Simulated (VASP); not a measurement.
Runs of VASP 6.6.1 on BN (series). The structure is cubic, space group F-43m (No. 216). The conventional cell has a = 3.615 Å, b = 3.615 Å, c = 3.615 Å, α = 90.00°, β = 90.00°, γ = 90.00°. B (site symmetry -43m) has 4 N at 1.57 Å within 2.1 Å. N (site symmetry -43m) has 4 B at 1.57 Å within 2.1 Å. 

```tsv
k mesh	smearing	gap on the mesh (eV)	pressure (GPa)
8 × 8 × 8	gaussian 0.1 eV	4.46	3.0
4 × 4 × 4	gaussian 0.02 eV	4.44	3.7
14 × 14 × 14	gaussian 0.02 eV	4.46	3.0
8 × 8 × 8	gaussian 0.02 eV	4.46	3.0
18 × 18 × 18	gaussian 0.02 eV	4.46	3.0
6 × 6 × 6	gaussian 0.02 eV	4.46	(a)
12 × 12 × 12	gaussian 0.02 eV	4.46	3.0
```

Alike in all rows: task single point; level PBE; potentials or basis VASP PAW PBE potentials, release 64 (B, N); no spin polarisation; cell as given; cutoff (eV) 600.

Fill in the values left out.

(a) 3.1.

Caveats: some runs use coarse meshes.

A k mesh can miss the band edges.
